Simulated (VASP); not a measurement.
A run of VASP 6.6.1 is set up as follows.

The input INCAR:

```
PREC = Accurate
ENCUT = 520
EDIFF = 1E-6
ISMEAR = 0
SIGMA = 0.1
LREAL = False
LASPH = True
NELM = 80
ALGO = Normal
ISIF = 2
LWAVE = False
LCHARG = False
GGA = PE
NBANDS = 60
```

Contents of KPOINTS:

```
regular mesh
0
Gamma
  6 6 6
```

Contents of POSCAR:

```
SnBi5O2
1.0
    6.4004439289      0.0000000000      0.0000000000
   -3.2002219645      5.5429470379      0.0000000000
    0.0000000000      0.0000000000      7.0232654554
Sn Bi O
1 5 2
Direct
    0.0000000000      0.0000000000      0.7038770055
    0.3333333333      0.6666666667      0.4780705356
    0.6666666667      0.3333333333      0.4780705356
    0.5000000000      0.0000000000      0.9170113706
    0.0000000000      0.5000000000      0.9170113706
    0.5000000000      0.5000000000      0.9170113706
    0.3333333333      0.6666666667      0.1614219408
    0.6666666667      0.3333333333      0.1614219408
```

Potentials or basis: VASP PAW PBE potentials, release 64 (Sn_d, Bi_d, O).

Launch:

```sh
$ cat potpaw_PBE.64/Sn_d/POTCAR potpaw_PBE.64/Bi_d/POTCAR potpaw_PBE.64/O/POTCAR > POTCAR
$ mpirun -np 1 vasp_std > vasp.out
```

Problem. What does it give for the band gap on the k mesh?

Solution. Zero (an odd number of electrons rules out a gap without spin polarisation).

Problem. Predict the largest force.

Solution. 0.033 eV/Å.

Problem. What does it give for the pressure?

Solution. 0.0 GPa.

Forces on the atoms (eV/Å):
```
Sn   0.000  0.000 -0.002
Bi   0.000  0.000  0.033
Bi   0.000  0.000  0.033
Bi   0.000  0.000 -0.004
Bi   0.000  0.000 -0.004
Bi   0.000  0.000 -0.004
O    0.000  0.000 -0.027
O    0.000  0.000 -0.027
```

Caveat: spin-orbit coupling is left out, which moves the levels of the heavy elements; an odd number of electrons without spin polarisation forces a metal; a magnetic or distorted state may lie lower.
